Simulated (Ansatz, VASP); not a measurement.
# Ca: VASP beside Ansatz

INCAR

```
SYSTEM = Ca
PREC     = Accurate       ! precision mode
ENCUT    = 520            ! plane-wave cutoff, eV
EDIFF    = 1E-6           ! SCF threshold, eV
ISMEAR   = -1             ! smearing method
SIGMA    = 0.1            ! smearing width, eV
LREAL    = .False.        ! projectors in reciprocal space
LASPH    = .True.         ! aspherical terms in the spheres
NELM     = 100            ! most SCF steps
ALGO     = Normal         ! electronic algorithm
ISIF     = 2              ! what is computed and relaxed
LWAVE    = .False.        ! write WAVECAR
LCHARG   = .False.        ! write CHGCAR
GGA      = CA             ! functional
NBANDS   = 22             ! bands
```

Contents of KPOINTS:

```
Automatic mesh
0
Gamma
  7 7 10
  0 0 0
```

The input POSCAR:

```
Ca
1.0
    6.0672719915      0.0000000000      0.0000000000
   -3.0336359957      5.2544116763      0.0000000000
    0.0000000000      0.0000000000      3.6187058367
Ca
3
Direct
    0.0000000000      1.0000000000      0.0000000000
    0.3333333333      0.6666666667      0.5000000000
    0.6666666667      0.3333333333      0.5000000000
```

Input for Ansatz:

```yaml
crystal:
  lattice:
    - [6.0672719915, 0.0, 0.0]
    - [-3.0336359957, 5.2544116763, 0.0]
    - [0.0, 0.0, 3.6187058367]
  atoms:
    - { symbol: Ca, position: [0.0, 1.0, 0.0] }
    - { symbol: Ca, position: [0.3333333333, 0.6666666667, 0.5] }
    - { symbol: Ca, position: [0.6666666667, 0.3333333333, 0.5] }
hamiltonian:
  xc: lda
  pseudopotentials:
    kind: paw
    azcp:
      Ca: "pseudopotentials/Ca.paw.azcp"
basis:
  ecutwfc: 420
  fft_grid_basis: typed
kpoints:
  mp_grid: { grid: [7, 7, 10], shift: [0, 0, 0] }
magnetization:
  spin_polarized: false
scf:
  occupations: { method: fermi_dirac, width: 0.1 }
  lower_state_search: "off"
output:
  stress: true
```

Alike in both runs: task single point; functional LDA; k mesh 7 × 7 × 10; occupations fermi-dirac, width 0.1 eV; no spin polarisation.

|  | VASP | Ansatz |
| --- | --- | --- |
| version | VASP 6.6.1 | Ansatz 0.2.0 |
| potentials or method | VASP PAW LDA potentials, release 64 (Ca_sv), cutoff 520 eV | plane waves (420 eV) with PAW, scalar-relativistic |
| valence electrons in the cell | 30 | 30 |

|  | VASP | Ansatz | Ansatz less VASP |
| --- | --- | --- | --- |
| pressure (GPa) | 0.0 | 0.0 | -0.01 |

Ansatz warns that its potentials were made for another functional, while VASP's fit it. LDA's correlation is that of Perdew and Zunger in VASP and of Perdew and Wang (1992) in Ansatz.
